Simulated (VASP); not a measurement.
The system is Ga4As3P.

```
CELL_PARAMETERS angstrom
3.97063 0.00000 0.00000
0.00000 3.97063 0.00000
0.00000 0.00000 11.20990
ATOMIC_POSITIONS crystal
P 0.00000 0.00000 0.00000
Ga 0.00000 0.50000 0.88142
Ga 0.50000 0.00000 0.62721
Ga 0.00000 0.50000 0.37279
Ga 0.50000 0.00000 0.11858
As 0.50000 0.50000 0.75423
As 0.00000 0.00000 0.50000
As 0.50000 0.50000 0.24577
```

Base run:

```yaml
Program: VASP 6.6.1
Functional: PBE
Potentials_or_basis: VASP PAW PBE potentials, release 64 (P, Ga_d, As)
Cutoff: 500 eV
k_mesh: 6 × 6 × 2
Occupations: fermi-dirac, width 0.02 eV
Spin: no spin polarisation
```

Its results: band gap on the k mesh 0.77 eV; pressure 2.8 GPa; largest force 0.070 eV/Å.

The run is repeated on the same cell with these changes: functional from PBE to r2SCAN; cutoff from 500 eV to 550 eV; occupations from fermi-dirac, width 0.02 eV to gaussian, width 0.01 eV. What comes out?

Band gap on the k mesh 1.25 eV; pressure 0.0 GPa; largest force 0.008 eV/Å.

Caveats: semilocal functionals underestimate gaps, and a narrow one can read as zero (at least some runs); the PAW data sets were made with another functional, which shifts forces and pressure a little (at least some runs).

A k mesh can miss the band edges.
